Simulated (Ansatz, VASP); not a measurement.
**CdSe in VASP and in Ansatz**

INCAR

```
SYSTEM = CdSe
PREC = Accurate
ENCUT = 520
EDIFF = 1E-7
ISMEAR = -1
SIGMA = 0.05
LREAL = .False.
LASPH = .True.
NELM = 80
ALGO = Normal
ISIF = 2
LWAVE = .False.
LCHARG = .False.
GGA = PS
NBANDS = 16
```

KPOINTS

```
regular mesh
0
Gamma
  6 6 6
  0 0 0
```

Contents of POSCAR:

```
CdSe
1.0
   -0.0431093700      2.8524033150      2.8524033150
    2.8524033150     -0.0431093700      2.8524033150
    2.8524033150      2.8524033150     -0.0431093700
Cd Se
1 1
Direct
    0.0000000000      0.0000000000      0.0000000000
    0.5000000000      0.5000000000      0.5000000000
```

Input for Ansatz:

```yaml
crystal:
  lattice:
    - [-0.04310937, 2.852403315, 2.852403315]
    - [2.852403315, -0.04310937, 2.852403315]
    - [2.852403315, 2.852403315, -0.04310937]
  atoms:
    - { symbol: Cd, position: [0.0, 0.0, 0.0] }
    - { symbol: Se, position: [0.5, 0.5, 0.5] }
basis:
  ecutwfc: 517.016338673772
kpoints:
  mp_grid:
    grid: [6, 6, 6]
hamiltonian:
  xc: pbesol
  pseudopotentials:
    kind: paw
scf:
  occupations:
    method: fermi_dirac
    width: 0.05
output:
  stress: true
```

Alike in both runs: task single point; functional PBEsol; k mesh 6 × 6 × 6; occupations fermi-dirac, width 0.05 eV; no spin polarisation.

|  | VASP | Ansatz |
| --- | --- | --- |
| version | VASP 6.6.1 | Ansatz 0.2.0 |
| potentials or method | VASP PAW PBE potentials, release 64 (Cd, Se), cutoff 520 eV | plane waves, PAW |
| valence electrons in the cell | 18 | 36 |

```csv
,VASP,Ansatz,Ansatz less VASP
pressure (GPa),-3.4,-3.7,-0.35
"traceless stress, the component that is largest in VASP (GPa)",0.35,0.35,+0.003
```

VASP's potentials were made for PBE, not for PBEsol. With one functional, cell and mesh, what is left measures potentials, basis and numerics. VASP's potentials hold 18 valence electrons a cell and Ansatz's 36, so a difference there can come from the potentials and not from the codes.
